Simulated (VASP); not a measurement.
# KBr (Fm-3m) in VASP: notebook

The runs below take KBr through single point, with r2SCAN.

Everything below comes from runs of VASP 6.6.1. Logs are shortened: lines on timing, memory, paths and dates and some standing lists are left out, and cuts for length are marked.

## Step 1: The cell of the first run

The structure is cubic, space group Fm-3m (No. 225). Conventional cell: a = 6.600 Å, b = 6.600 Å, c = 6.600 Å, α = 90.00°, β = 90.00°, γ = 90.00°. K (site symmetry m-3m) has 6 Br at 3.30 Å within 4.3 Å. Within 4.3 Å of Br (site symmetry m-3m) lie 6 K at 3.30 Å.

## Step 2: Single point, r2SCAN

Input file POSCAR:

```
KBr
1.0
    0.0000000000      3.3000000000      3.3000000000
    3.3000000000      0.0000000000      3.3000000000
    3.3000000000      3.3000000000      0.0000000000
K Br
1 1
Direct
    0.0000000000      0.0000000000      0.0000000000
    0.5000000000      0.5000000000      0.5000000000
```

Input file INCAR.step1:

```
ALGO = Normal ; EDIFF = 1E-4
ENCUT = 520 ; GGA = PE
ISMEAR = 0 ; LASPH = True
LCHARG = False ; LREAL = False
LWAVE = True ; NBANDS = 15
NELM = 80 ; PREC = Accurate
SIGMA = 0.1
```

Input file INCAR.step2:

```
ALGO = Normal ; EDIFF = 1E-6
ENCUT = 520 ; ISIF = 2
ISMEAR = 0 ; ISTART = 1
LASPH = True ; LCHARG = False
LMIXTAU = True ; LREAL = False
LWAVE = False ; METAGGA = R2SCAN
NBANDS = 15 ; NELM = 80
PREC = Accurate ; SIGMA = 0.1
```

Input file KPOINTS:

```
k-points
0
Gamma
  6 6 6
```

Potentials or basis: VASP PAW PBE potentials, release 64 (K_sv, Br).

On the command line:

```
$ cat potpaw_PBE.64/K_sv/POTCAR potpaw_PBE.64/Br/POTCAR > POTCAR
$ cp INCAR.step1 INCAR
$ mpirun -np 1 vasp_std > vasp.out
$ cp INCAR.step2 INCAR
$ mpirun -np 1 vasp_std > vasp.out
```

OUTCAR:

```text
EDIFF = 1E-6
   ENCUT = 520
   ISIF = 2
   ISMEAR = 0
   ISTART = 1
   LASPH = True
   LREAL = False
   METAGGA = R2SCAN
   NELM = 80
   PREC = Accurate

 ion  position               nearest neighbor table
   1  0.000  0.000  0.000-   2 3.30   2 3.30   2 3.30   2 3.30   2 3.30   2 3.30
   2  0.500  0.500  0.500-   1 3.30   1 3.30   1 3.30   1 3.30   1 3.30   1 3.30

  LATTYP: Found a face centered cubic cell.
 ALAT       =     6.6000000000

  Lattice vectors:

 A1 = (   0.0000000000,   3.3000000000,   3.3000000000)
 A2 = (   3.3000000000,   0.0000000000,   3.3000000000)
 A3 = (   3.3000000000,   3.3000000000,   0.0000000000)

Analysis of symmetry for initial positions (statically):
=====================================================================
 Subroutine PRICEL returns:
 Original cell was already a primitive cell.

 Routine SETGRP: Setting up the symmetry group for a
 face centered cubic supercell.

 Subroutine GETGRP returns: Found 48 space group operations
 (whereof 48 operations were pure point group operations)
 out of a pool of 48 trial point group operations.

The static configuration has the point symmetry O_h .

Analysis of symmetry for dynamics (positions and initial velocities):
=====================================================================
 Subroutine PRICEL returns:
 Original cell was already a primitive cell.

 Routine SETGRP: Setting up the symmetry group for a
 face centered cubic supercell.

 Subroutine GETGRP returns: Found 48 space group operations
 (whereof 48 operations were pure point group operations)
 out of a pool of 48 trial point group operations.

The dynamic configuration has the point symmetry O_h .

 Subroutine INISYM returns: Found 48 space group operations
 (whereof 48 operations are pure point group operations),
 and found     1 'primitive' translations

----------------------------------------------------------------------------------------

                                     Primitive cell

  volume of cell :      71.8740

  direct lattice vectors                    reciprocal lattice vectors
     0.000000000  3.300000000  3.300000000    -0.151515152  0.151515152  0.151515152
     3.300000000  0.000000000  3.300000000     0.151515152 -0.151515152  0.151515152
     3.300000000  3.300000000  0.000000000     0.151515152  0.151515152 -0.151515152

  length of vectors
     4.666904756  4.666904756  4.666904756     0.262431941  0.262431941  0.262431941

  position of ions in fractional coordinates (direct lattice)
     0.000000000  0.000000000  0.000000000
     0.500000000  0.500000000  0.500000000

  ion indices of the primitive-cell ions
   primitive index   ion index
                 1           1
                 2           2

----------------------------------------------------------------------------------------

 KPOINTS: k-points

Automatic generation of k-mesh.
 Grid dimensions read from file:
 generate k-points for:    6    6    6

 Generating k-lattice:

  Cartesian coordinates                     Fractional coordinates (reciprocal lattice)
    -0.025252525  0.025252525  0.025252525     0.166666667  0.000000000  0.000000000
     0.025252525 -0.025252525  0.025252525     0.000000000  0.166666667  0.000000000
     0.025252525  0.025252525 -0.025252525     0.000000000  0.000000000  0.166666667

  Length of vectors
     0.043738657  0.043738657  0.043738657

  Shift w.r.t. Gamma in fractional coordinates (k-lattice)
     0.000000000  0.000000000  0.000000000

 Subroutine IBZKPT returns following result:
 ===========================================

 Found     16 irreducible k-points:

 Following reciprocal coordinates:
            Coordinates               Weight
  0.000000  0.000000  0.000000      1.000000
  0.166667  0.000000  0.000000      8.000000
  0.333333  0.000000  0.000000      8.000000
  0.500000  0.000000  0.000000      4.000000
  0.166667  0.166667  0.000000      6.000000
  0.333333  0.166667  0.000000     24.000000
[... 8 lines left out ...]
 -0.333333  0.333333  0.166667     24.000000
 -0.333333  0.500000  0.166667     12.000000
   k-points           NKPTS =     16   k-points in BZ     NKDIM =     16   number of bands    NBANDS=     15
   number of dos      NEDOS =    301   number of ions     NIONS =      2
   total plane-waves  NPLWV =  46656
   dimension x,y,z NGX =    36 NGY =   36 NGZ =   36
   dimension x,y,z NGXF=    72 NGYF=   72 NGZF=   72
   ions per type =               1   1
   NGX,Y,Z   is equivalent  to a cutoff of  12.82, 12.82, 12.82 a.u.
   NGXF,Y,Z  is equivalent  to a cutoff of  25.65, 25.65, 25.65 a.u.
 SYSTEM =  unknown system
   PREC   = accura    normal or accurate (medium, high low for compatibility)
   ISTART =      1    job   : 0-new  1-cont  2-samecut
   ICHARG =      0    charge: 1-file 2-atom 10-const
   ISPIN  =      1    spin polarized calculation?
   LNONCOLLINEAR =      F non collinear calculations
   LSORBIT =      F    spin-orbit coupling
   LASPH  =      T    aspherical Exc in radial PAW
   ENCUT  =  520.0 eV  38.22 Ry    6.18 a.u.   8.68  8.68  8.68*2*pi/ulx,y,z
   NELM   =     80;   NELMIN=  2; NELMDL=  0     # of ELM steps
   EDIFF  = 0.1E-05   stopping-criterion for ELM
   LREAL  =      F    real-space projection
   EDIFFG = 0.1E-04   stopping-criterion for IOM
   NSW    =      0    number of steps for IOM
   IBRION =     -1    ionic relax: 0-MD 1-quasi-New 2-CG
   NFREE  =      0    steps in history (QN), initial steepest desc. (CG)
   ISIF   =      2    stress and relaxation
   ISYM   =      2    0-nonsym 1-usesym 2-fastsym
   POTIM  = 0.5000    time-step for ionic-motion
   TEBEG  =    0.0;   TEEND  =   0.0 temperature during run
   PSTRESS=    0.0 pullay stress
   NELECT =      16.0000    total number of electrons
   NUPDOWN=      -1.0000    fix difference up-down
   EMIN   =  10.00;   EMAX   =-10.00  energy-range for DOS
   EFERMI =   0.00;   METHOD = LEGACY
   ISMEAR =     0;   SIGMA  =   0.10  broadening in eV -4-tet -1-fermi 0-gaus
   EFERMI_NEDOS =   21; number of points for ismear=-14 and -15
   IALGO  =     38    algorithm
   IMIX   =      4    mixing-type and parameters
     AMIX     =   0.40;   BMIX     =  1.00
     AMIX_MAG =   1.60;   BMIX_MAG =  1.00
  volume/ion in A,a.u.               =      35.94       242.51
  Fermi-wavevector in a.u.,A,eV,Ry     =   0.992181  1.874950 13.393889  0.984423
  Thomas-Fermi vector in A             =   2.123975
   LORBIT       =      0    0 simple, 1 ext, 2 COOP (PROOUT), +10 PAW based schemes
   METAGGA = R2SCAN    functional components
   LHFCALC =     F    Hartree Fock is set to
   AEXX    =    0.0000 exact exchange contribution
   IVDW    =     0    specifies the selected vdW correction
   LEPSILON=     F    determine dielectric tensor
   LRPA    =     F    only Hartree local field effects (RPA)
 non-spin polarized calculation
 Gauss-broadening in eV      SIGMA  =   0.10
  energy-cutoff  :      520.00
  volume of cell :       71.87
 maximum number of plane-waves:      1964
   NGX = 17   NGY = 17   NGZ = 17

 number of electron      15.9999997 magnetization

 Free energy of the ion-electron system (eV)
  ---------------------------------------------------
  ext. energy  EPLUGINS =         0.00000000
  ---------------------------------------------------
  free energy    TOTEN  =       -23.24859185 eV

  energy without entropy =      -23.24859185  energy(sigma->0) =      -23.24859185

 E-fermi :  -1.7187     XC(G=0):  -7.7489

 val. band max:       -2.1487282565   @ k =   0.0000   0.0000   0.0000
 cond. band min:       2.9307361169   @ k =   0.0000   0.0000   0.0000
 fundamental gap:      5.0794643734
 Fermi energy:        -1.7186615793

 k-point     1 :       0.0000    0.0000    0.0000
  band No.  band energies     occupation
      1     -31.0313      2.00000
      2     -14.8769      2.00000
      3     -13.7373      2.00000
      4     -13.7373      2.00000
      5     -13.7373      2.00000
      6      -2.1487      2.00000
      7      -2.1487      2.00000
      8      -2.1487      2.00000
      9       2.9307      0.00000
     10       6.0873      0.00000
     11       6.0873      0.00000
     12       6.0873      0.00000
     13       7.0680      0.00000
     14       7.0680      0.00000
     15       9.9049      0.00000

 k-point     2 :       0.1667    0.0000    0.0000
  band No.  band energies     occupation
      1     -31.0300      2.00000
      2     -14.9250      2.00000
      3     -13.7385      2.00000
      4     -13.7385      2.00000
      5     -13.6699      2.00000
      6      -2.5023      2.00000
      7      -2.2356      2.00000
      8      -2.2356      2.00000
      9       3.5813      0.00000
     10       5.9059      0.00000
     11       6.4265      0.00000
     12       6.4265      0.00000
     13       7.4368      0.00000
     14       7.4368      0.00000
     15      10.8944      0.00000

 k-point     3 :       0.3333    0.0000    0.0000
  band No.  band energies     occupation
      1     -31.0272      2.00000
      2     -15.0087      2.00000
      3     -13.7409      2.00000
      4     -13.7409      2.00000
      5     -13.5468      2.00000
      6      -3.0723      2.00000
      7      -2.3994      2.00000
      8      -2.3994      2.00000
      9       4.6487      0.00000
     10       6.1720      0.00000
     11       7.3374      0.00000
     12       7.3374      0.00000
     13       8.3632      0.00000
     14       8.3632      0.00000
     15      10.2414      0.00000
[... 199 lines left out ...]
 k-point    15 :      -0.3333    0.3333    0.1667
  band No.  band energies     occupation
      1     -31.0246      2.00000
      2     -14.9181      2.00000
      3     -13.7847      2.00000
      4     -13.7718      2.00000
      5     -13.6112      2.00000
      6      -2.9706      2.00000
      7      -2.6796      2.00000
      8      -2.5426      2.00000
      9       5.6141      0.00000
     10       6.0002      0.00000
     11       7.2743      0.00000
     12       7.8255      0.00000
     13       8.9619      0.00000
     14       9.3515      0.00000
     15       9.8068      0.00000

 k-point    16 :      -0.3333    0.5000    0.1667
  band No.  band energies     occupation
      1     -31.0242      2.00000
      2     -14.8463      2.00000
      3     -13.8120      2.00000
      4     -13.7855      2.00000
      5     -13.6732      2.00000
      6      -2.8640      2.00000
      7      -2.6186      2.00000
      8      -2.6007      2.00000
      9       4.9654      0.00000
     10       6.6243      0.00000
     11       6.7324      0.00000
     12       7.9562      0.00000
     13       8.7103      0.00000
     14       9.4385      0.00000
     15       9.9685      0.00000

------------------------ aborting loop because EDIFF is reached ----------------------------------------

  FORCE on cell =-STRESS in cart. coord.  units (eV):
  Direction    XX          YY          ZZ          XY          YZ          ZX
  --------------------------------------------------------------------------------------
  -------------------------------------------------------------------------------------
  Total        0.0277876      0.0277876      0.0277876      0.0000000      0.0000000      0.0000000
  in kB        0.6194254      0.6194254      0.6194254      0.0000000      0.0000000      0.0000000
  external PRESSURE =       0.6194254 kB  Pullay stress =       0.0000000 kB

 VOLUME and BASIS-vectors are now :
 -----------------------------------------------------------------------------
  energy-cutoff  :      520.00
  volume of cell :       71.87
      direct lattice vectors                 reciprocal lattice vectors
     0.000000000  3.300000000  3.300000000    -0.151515152  0.151515152  0.151515152
     3.300000000  0.000000000  3.300000000     0.151515152 -0.151515152  0.151515152
     3.300000000  3.300000000  0.000000000     0.151515152  0.151515152 -0.151515152

 POSITION                                       TOTAL-FORCE (eV/Angst)
 -----------------------------------------------------------------------------------
      0.00000      0.00000      0.00000         0.000000      0.000000     -0.000000
      3.30000      3.30000      3.30000         0.000000     -0.000000      0.000000
 -----------------------------------------------------------------------------------
    total drift:                                0.000000      0.000000      0.000000

  FREE ENERGIE OF THE ION-ELECTRON SYSTEM (eV)
  ---------------------------------------------------
  free  energy   TOTEN  =       -23.2485918516 eV

  energy  without entropy=      -23.2485918516  energy(sigma->0) =      -23.24859185
```

It took 44 s on 1 thread of Intel Xeon 6975P-C (Granite Rapids), shared host; peak memory 0.22 GiB.

Results:

| Property | Result |
| --- | --- |
| Free energy | -23.2486 eV |
| Pressure | 0.1 GPa |
| Band gap on the k mesh | 5.08 eV, direct |

Caveat: the PAW data sets were made with another functional, which shifts forces and pressure a little.

(Part 1 of 3 ends here.)
